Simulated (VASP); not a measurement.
# Fe (Im-3m) in VASP: a series of runs, part 2 of 2

VASP 6.6.1. The steps go on from the part before.

### Step 4. Single point, PBE (volume scaled by 1.040)

Contents of INCAR:

```
  PREC = Accurate
  ENCUT = 520
  EDIFF = 1E-6
  ISMEAR = 0
  SIGMA = 0.05
  LREAL = False
  LASPH = True
  NELM = 80
  ALGO = Fast
  ISIF = 2
  LWAVE = False
  LCHARG = True
  GGA = PE
  LELF = True
  LVHAR = True
  NBANDS = 10
```

Contents of KPOINTS:

```
regular mesh
0
Gamma
  22 22 22
```

Contents of POSCAR:

```
Fe
1.0
   -1.3971028807      1.3971028807      1.3971028807
    1.3971028807     -1.3971028807      1.3971028807
    1.3971028807      1.3971028807     -1.3971028807
Fe
1
Direct
    0.0000000000      0.0000000000      0.0000000000
```

Potentials or basis: VASP PAW PBE potentials, release 64 (Fe).

On the command line:

```sh
> cat potpaw_PBE.64/Fe/POTCAR > POTCAR
> mpirun -np 1 vasp_std > vasp.out
```

OUTCAR:

```text
PREC = Accurate
   ENCUT = 520
   EDIFF = 1E-6
   ISMEAR = 0
   LREAL = False
   LASPH = True
   NELM = 80
   ISIF = 2
   GGA = PE

 ion  position               nearest neighbor table
   1  0.000  0.000  0.000-

  LATTYP: Found a body centered cubic cell.
 ALAT       =     2.7942057614

  Lattice vectors:

 A1 = (  -1.3971028807,   1.3971028807,   1.3971028807)
 A2 = (   1.3971028807,  -1.3971028807,   1.3971028807)
 A3 = (   1.3971028807,   1.3971028807,  -1.3971028807)

Analysis of symmetry for initial positions (statically):
=====================================================================
 Subroutine PRICEL returns:
 Original cell was already a primitive cell.

 Routine SETGRP: Setting up the symmetry group for a
 body centered cubic supercell.

 Subroutine GETGRP returns: Found 48 space group operations
 (whereof 48 operations were pure point group operations)
 out of a pool of 48 trial point group operations.

The static configuration has the point symmetry O_h .

Analysis of symmetry for dynamics (positions and initial velocities):
=====================================================================
 Subroutine PRICEL returns:
 Original cell was already a primitive cell.

 Routine SETGRP: Setting up the symmetry group for a
 body centered cubic supercell.

 Subroutine GETGRP returns: Found 48 space group operations
 (whereof 48 operations were pure point group operations)
 out of a pool of 48 trial point group operations.

The dynamic configuration has the point symmetry O_h .

 Subroutine INISYM returns: Found 48 space group operations
 (whereof 48 operations are pure point group operations),
 and found     1 'primitive' translations

----------------------------------------------------------------------------------------

                                     Primitive cell

  volume of cell :      10.9080

[... 105 lines left out ...]
     AMIX     =   0.40;   BMIX     =  1.00
     AMIX_MAG =   1.60;   BMIX_MAG =  1.00
  volume/ion in A,a.u.               =      10.91        73.61
  Fermi-wavevector in a.u.,A,eV,Ry     =   1.476352  2.789900 29.655446  2.179614
  Thomas-Fermi vector in A             =   2.590889
   LORBIT       =      0    0 simple, 1 ext, 2 COOP (PROOUT), +10 PAW based schemes
   GGA     = PE    functional components
   LHFCALC =     F    Hartree Fock is set to
   AEXX    =    0.0000 exact exchange contribution
   IVDW    =     0    specifies the selected vdW correction
   LEPSILON=     F    determine dielectric tensor
   LRPA    =     F    only Hartree local field effects (RPA)
 non-spin polarized calculation
 RMM-DIIS sequential band-by-band and
 Gauss-broadening in eV      SIGMA  =   0.05
  energy-cutoff  :      520.00
  volume of cell :       10.91
 maximum number of plane-waves:       321
 NGX is ok and might be reduce to    18
   NGX =  9   NGY =  9   NGZ =  9

 number of electron       8.0000005 magnetization

 Free energy of the ion-electron system (eV)
  ---------------------------------------------------
  ext. energy  EPLUGINS =         0.00000000
  ---------------------------------------------------
  free energy    TOTEN  =        -7.75182341 eV

  energy without entropy =       -7.74751690  energy(sigma->0) =       -7.74967016

 E-fermi :   6.3056     XC(G=0): -13.3934

 val. band max:        6.3043693744   @ k =   0.3636   0.0909   0.0909
 cond. band min:       6.3058428082   @ k =   0.1818   0.0455   0.0455
 fundamental gap:      0.0014734339
 Fermi energy:         6.3055731138

 k-point     1 :       0.0000    0.0000    0.0000
  band No.  band energies     occupation
      1      -2.3566      2.00000
      2       4.6063      2.00000
      3       4.6063      2.00000
      4       4.6063      2.00000
      5       6.2555      1.84357
      6       6.2555      1.84355
      7      31.5703      0.00000
      8      31.5703      0.00000
      9      31.5703      0.00000
     10      37.0798      0.00000
[... 287 lines left out ...]
 k-point    24 :       0.1364    0.0909    0.0000
  band No.  band energies     occupation
      1      -0.7726      2.00000
      2       4.2308      2.00000
      3       4.3466      2.00000
      4       5.5573      2.00000
      5       5.9254      2.00000
      6       6.3505      0.20400
      7      25.8788      0.00000
      8      27.5970      0.00000
      9      31.8548      0.00000
     10      32.2654      0.00000

 [... further k-points ...]
[... 5 lines left out ...]
  --------------------------------------------------------------------------------------
  -------------------------------------------------------------------------------------
  Total       -0.6797787     -0.6797787     -0.6797787      0.0000000     -0.0000000      0.0000000
  in kB      -99.8465310    -99.8465310    -99.8465310      0.0000000     -0.0000000      0.0000000
  external PRESSURE =     -99.8465310 kB  Pullay stress =       0.0000000 kB

 VOLUME and BASIS-vectors are now :
 -----------------------------------------------------------------------------
  energy-cutoff  :      520.00
  volume of cell :       10.91
      direct lattice vectors                 reciprocal lattice vectors
    -1.397102881  1.397102881  1.397102881     0.000000000  0.357883451  0.357883451
     1.397102881 -1.397102881  1.397102881     0.357883451  0.000000000  0.357883451
     1.397102881  1.397102881 -1.397102881     0.357883451  0.357883451  0.000000000

 POSITION                                       TOTAL-FORCE (eV/Angst)
 -----------------------------------------------------------------------------------
      0.00000      0.00000      0.00000         0.000000      0.000000      0.000000
 -----------------------------------------------------------------------------------
    total drift:                                0.000000     -0.000000      0.000000

  FREE ENERGIE OF THE ION-ELECTRON SYSTEM (eV)
  ---------------------------------------------------
  free  energy   TOTEN  =        -7.7518234134 eV

  energy  without entropy=       -7.7475168970  energy(sigma->0) =       -7.74967016
```

Run time: 27 s. Hardware: 1 thread of AMD EPYC 7R13 (Zen 3), shared host; peak memory 0.12 GiB.

Results:

```
Free energy            : -7.7518 eV
Pressure               : -10.0 GPa
Band gap on the k mesh : zero (band 4 reaches 7.27 eV, above the bottom of band 5 at 5.29 eV)
```

Caveat: the run has no spin polarisation, though such a crystal can be magnetic. Spin polarisation is off, so any magnetic state and its effect on volume and gap are missing.

### Step 5. Summary

| cell | gap on the mesh (eV) | pressure (GPa) |
| --- | --- | --- |
| a = 2.404 Å, angles 109.5°, 1 atom | none | -5.5 |
| a = 2.413 Å, angles 109.5°, 1 atom | none | -8.2 |
| a = 2.420 Å, angles 109.5°, 1 atom | none | -10.0 |

Alike in all rows: task single point; level PBE; potentials or basis VASP PAW PBE potentials, release 64 (Fe); no spin polarisation; k mesh 22 × 22 × 22; cutoff (eV) 520; smearing gaussian 0.05 eV.

Caveats: the run has no spin polarisation, though such a crystal can be magnetic.

Total energies depend on the potentials used, so only differences within one code and one set of settings carry meaning.
